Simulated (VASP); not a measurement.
# H2Os (P4/mmm) in VASP: further runs, part 2 of 2

VASP 6.6.1.

### Step 5. Relaxation of cell and atoms, PBE

This run uses another cell than the first one, of 7.75 Å³/atom.

The input, INCAR:

```
SYSTEM = H2Os
ALGO = Normal ; EDIFF = 1E-6
EDIFFG = -0.04 ; ENCUT = 600
GGA = PE ; IBRION = 2
ISIF = 3 ; ISMEAR = 0
LASPH = .True. ; LCHARG = .False.
LREAL = .False. ; LWAVE = .False.
NELM = 100 ; NSW = 90
PREC = Accurate ; SIGMA = 0.1
```

The input, KPOINTS:

```
k-points
0
Gamma
  6 6 6
  0 0 0
```

The input, POSCAR:

```
H2Os
1.0
    2.5668543557      0.0000000000      0.0000000000
    0.0000000000      2.5668543557      0.0000000000
    0.0000000000      0.0000000000      3.5281517585
H Os
2 1
Direct
    0.5000000000      0.5000000000      0.5000000000
    0.0000000000      0.0000000000      0.5000000000
    0.0000000000      0.0000000000      0.0000000000
```

Launch:

```sh
$ cat potpaw_PBE.64/H/POTCAR potpaw_PBE.64/Os/POTCAR > POTCAR
$ mpirun -np 1 vasp_std > vasp.out
```

It took 6.5 s on 1 thread of Intel Xeon 6975P-C (Granite Rapids), shared host; peak memory 0.16 GiB.

It converged, with:

```yaml
Free_energy: -14.3726 eV
Relaxed_volume: 7.76 Å³/atom
Relaxed_cell: a = 2.579 Å, b = 2.579 Å, c = 3.502 Å, α = 90.00°, β = 90.00°, γ = 90.00°
Space_group_after_relaxing_to_0.1_Å: P4/mmm (No. 123)
Energy_gained_by_relaxing: 1.1 meV/atom
Ionic_steps: 2
Pressure_after_relaxing: -0.1 GPa
Band_gap_on_the_k_mesh: zero (bands 5 and 6 overlap by 1.89 eV)
```

Stress tensor (GPa, compression positive):
```
 0.09  0.00  0.00
 0.00  0.09  0.00
 0.00  0.00 -0.53
```

The path:
```tsv
step	energy change (eV)	largest force (eV/Å)	pressure (GPa)	volume (Å³)
1	0.0000	0.0000	0.29	23.25
2	-0.0034	0.0000	-0.11	23.29
```

Final structure:
```
H Os
1.0
     2.57886    0.00000    0.00000
     0.00000    2.57886    0.00000
     0.00000    0.00000    3.50243
H Os
2 1
Direct
  0.50000 0.50000 0.50000
  0.00000 0.00000 0.50000
  0.00000 0.00000 0.00000
```

Levels at points of the mesh, in eV from the Fermi level:
```csv
k point,band 2,band 3,band 4,band 5,band 6,band 7,band 8,band 9
"(0.00, 0.00, 0.00)",-6.56,-5.39,0.81,0.81,2.35,4.23,4.61,11.90
"(0.50, 0.00, 0.00)",-5.07,-4.94,-3.61,-0.70,1.27,5.90,6.67,11.00
"(0.50, 0.50, 0.00)",-6.37,-2.49,-2.49,1.18,3.64,3.64,4.62,8.12
"(0.00, 0.00, 0.50)",-7.30,-5.30,-1.26,0.25,0.25,2.37,4.58,15.75
"(0.50, 0.00, 0.50)",-4.90,-4.09,-0.62,-0.29,0.87,1.40,2.30,7.92
"(0.50, 0.50, 0.50)",-3.83,-3.83,-1.61,-1.43,0.26,4.63,7.92,7.92
```

Caveat: the k points lie up to 0.41 Å⁻¹ apart in the final cell, too coarse for converged energies and pressures of a metal; spin-orbit coupling is left out, which moves the levels of the heavy elements.

### Step 6. Relaxation of cell and atoms, PBE

This run uses another cell than the first one, of 8.71 Å³/atom.

The input, INCAR:

```
PREC     = Accurate       # precision mode
ENCUT    = 600            # plane-wave cutoff, eV
EDIFF    = 1E-6           # SCF threshold, eV
ISMEAR   = 0              # smearing method
SIGMA    = 0.1            # smearing width, eV
LREAL    = F              # projectors in reciprocal space
LASPH    = T              # aspherical terms in the spheres
NELM     = 60             # most SCF steps
ALGO     = Normal         # electronic algorithm
ISIF     = 3              # what is computed and relaxed
LWAVE    = F              # write WAVECAR
LCHARG   = F              # write CHGCAR
GGA      = PE             # functional
IBRION   = 2              # ionic algorithm
NSW      = 90             # ionic steps
EDIFFG   = -0.04          # ionic threshold
```

The input, KPOINTS:

```
regular mesh
0
Gamma
  8 8 4
```

The input, POSCAR:

```
H2Os
1.0
    2.4342712900      0.0000000000      0.0000000000
    0.0000000000      2.4342712900      0.0000000000
    0.0000000000      0.0000000000      4.4119873400
H Os
2 1
Direct
    0.5000000000      0.5000000000      0.5000000000
    0.0000000000      0.0000000000      0.5000000000
    0.0000000000      0.0000000000      0.0000000000
```

Potentials or basis: VASP PAW PBE potentials, release 64 (H, Os).

Launch:

```sh
$ cat potpaw_PBE.64/H/POTCAR potpaw_PBE.64/Os/POTCAR > POTCAR
$ mpirun -np 1 vasp_std > vasp.out
```

Run time: 32 s. Hardware: 1 thread of Intel Xeon 6975P-C (Granite Rapids), shared host; peak memory 0.16 GiB.

Results (log left out):

| Item | Value |
| --- | --- |
| Free energy | -14.4883 eV |
| Relaxed volume | 7.77 Å³/atom |
| Relaxed cell | a = 2.566 Å, b = 2.566 Å, c = 3.538 Å, α = 90.00°, β = 90.00°, γ = 90.00° |
| Space group after relaxing (to 0.1 Å) | P4/mmm (No. 123) |
| Energy gained by relaxing | 288.0 meV/atom |
| Ionic steps | 9 |
| Pressure after relaxing | 0.0 GPa |
| Band gap on the k mesh | zero (bands 5 and 6 overlap by 2.06 eV) |

Stress tensor (GPa, compression positive):
```
-0.13  0.00  0.00
 0.00 -0.13  0.00
 0.00  0.00  0.19
```

Step by step:
```
step  energy change (eV)  largest force (eV/Å)  pressure (GPa)  volume (Å³)
   1              0.0000                0.0000           -3.15        26.14
   2             -0.4613                0.0000           -9.04        25.41
   3             -0.3592                0.0000           17.57        22.13
   4             -0.8159                0.0000           -7.99        24.35
   5             -0.8534                0.0000           -4.88        23.86
   6             -0.8531                0.0000           -5.32        23.92
   7             -0.8521                0.0000            5.93        22.69
   8             -0.8634                0.0000           -0.10        23.31
   9             -0.8640                0.0000           -0.02        23.30
```

Final structure:
```xyz
3
Lattice="2.5664 0.0000 0.0000 0.0000 2.5664 0.0000 0.0000 0.0000 3.5379" Properties=species:S:1:pos:R:3 pbc="T T T"
H     1.2832    1.2832    1.7689
H     0.0000    2.5664    1.7689
Os    2.5664    0.0000    0.0000
```

Levels at points of the mesh, in eV from the Fermi level:
```
           k point  band 2  band 3  band 4  band 5  band 6  band 7  band 8  band 9
(0.00, 0.00, 0.00)   -6.60   -5.48    0.75    0.75    2.37    4.22    4.33   11.50
(0.50, 0.00, 0.00)   -5.06   -5.00   -3.77   -0.73    1.23    5.92    6.52   10.74
(0.50, 0.50, 0.00)   -6.19   -2.63   -2.63    1.07    3.73    3.73    4.70    8.03
(0.00, 0.00, 0.50)   -7.39   -5.40   -1.45    0.24    0.24    2.39    4.76   15.34
(0.50, 0.00, 0.50)   -4.98   -4.07   -0.66   -0.42    0.86    1.37    2.14    8.01
(0.50, 0.50, 0.50)   -3.87   -3.87   -1.52   -1.41    0.17    4.71    7.95    7.95
```

Caveat: a cell axis changed by over 15 % at a fixed basis, so the end point is rough; spin-orbit coupling is left out, which moves the levels of the heavy elements.

### Step 7. Summary

```csv
task,cell,k mesh,cutoff (eV),gap on the mesh (eV),pressure (GPa),relaxed volume (Å³/atom)
single point,"a = 2.579, b = 2.579, c = 3.488 Å, 3 atoms",6 × 6 × 6,520,none,0.6,-
single point,"a = 2.567, b = 2.567, c = 3.528 Å, 3 atoms",8 × 8 × 4,520,none,0.3,-
single point,"a = 2.434, b = 2.434, c = 4.412 Å, 3 atoms",8 × 8 × 4,520,none,-3.3,-
relaxation of cell and atoms,"relaxed from a = 2.567, b = 2.567, c = 3.528 Å, 3 atoms",6 × 6 × 6,600,none,-0.1,7.76
relaxation of cell and atoms,"relaxed from a = 2.434, b = 2.434, c = 4.412 Å, 3 atoms",8 × 8 × 4,600,none,0.0,7.77
```

Alike in all rows: level PBE; potentials or basis VASP PAW PBE potentials, release 64 (H, Os); no spin polarisation; smearing gaussian 0.1 eV.

Caveats: some runs use coarse meshes; spin-orbit coupling is left out, which moves the levels of the heavy elements; the stress differs along the axes, from -29 to 10 GPa (at least some runs); a cell axis changed by over 15 % at a fixed basis, so the end point is rough (at least some runs).

Absolute energies hang on the potentials; compare differences alone.
